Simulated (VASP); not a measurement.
Wanted: the native input for a VASP 6.6.1 run.

```yaml
Task: single point
Functional: PBE
Potentials_or_basis: VASP PAW PBE potentials, release 64 (Li_sv, B, H)
Cutoff: 520 eV
k_mesh: 6 × 6 × 4
Occupations: gaussian, width 0.1 eV
Spin: no spin polarisation
Dipole_correction: no
Further_INCAR_settings: ALGO = Normal; EDIFF = 1e-07; NBANDS = 25
```

The structure of Li3B2H9 lies in POSCAR:

```
Li3B2H9
1.0
    4.3009191082      0.0000000000      0.0000000000
   -2.1504595541      3.7247052074      0.0000000000
    0.0000000000      0.0000000000      5.2916321498
Li B H
3 2 9
Direct
    0.3333333333      0.6666666667      0.8125051695
    0.6666666667      0.3333333333      0.1874948305
    0.0000000000      0.0000000000      0.5000000000
    0.3333333333      0.6666666667      0.2981117770
    0.6666666667      0.3333333333      0.7018882230
    0.8192594395      0.6385188789      0.8204128197
    0.3614811211      0.1807405605      0.8204128197
    0.8192594395      0.1807405605      0.8204128197
    0.1807405605      0.3614811211      0.1795871803
    0.6385188789      0.8192594395      0.1795871803
    0.1807405605      0.8192594395      0.1795871803
    0.5000000000      0.0000000000      0.5000000000
    0.0000000000      0.5000000000      0.5000000000
    0.5000000000      0.5000000000      0.5000000000
```

The input as run:

INCAR

```
  PREC = Accurate
  ENCUT = 520
  EDIFF = 1E-7
  ISMEAR = 0
  SIGMA = 0.1
  LREAL = False
  LASPH = True
  NELM = 100
  ALGO = Normal
  ISIF = 2
  LWAVE = False
  LCHARG = False
  GGA = PE
  NBANDS = 25
```

KPOINTS

```
Automatic mesh
0
Gamma
  6 6 4
```

Potentials or basis: VASP PAW PBE potentials, release 64 (Li_sv, B, H).

The run is started by

```bash
$ cat potpaw_PBE.64/Li_sv/POTCAR potpaw_PBE.64/B/POTCAR potpaw_PBE.64/H/POTCAR > POTCAR
$ mpirun -np 1 vasp_std > vasp.out
```

It gave:

```json
{
 "Largest force": "0.026 eV/Å",
 "Band gap on the k mesh": "zero (bands 12 and 13 overlap by 1.72 eV)"
}
```

It took 27 s on 1 thread of Intel(R) Xeon(R) 6975P-C (Granite Rapids), with other jobs on the host, peak memory 0.19 GiB.
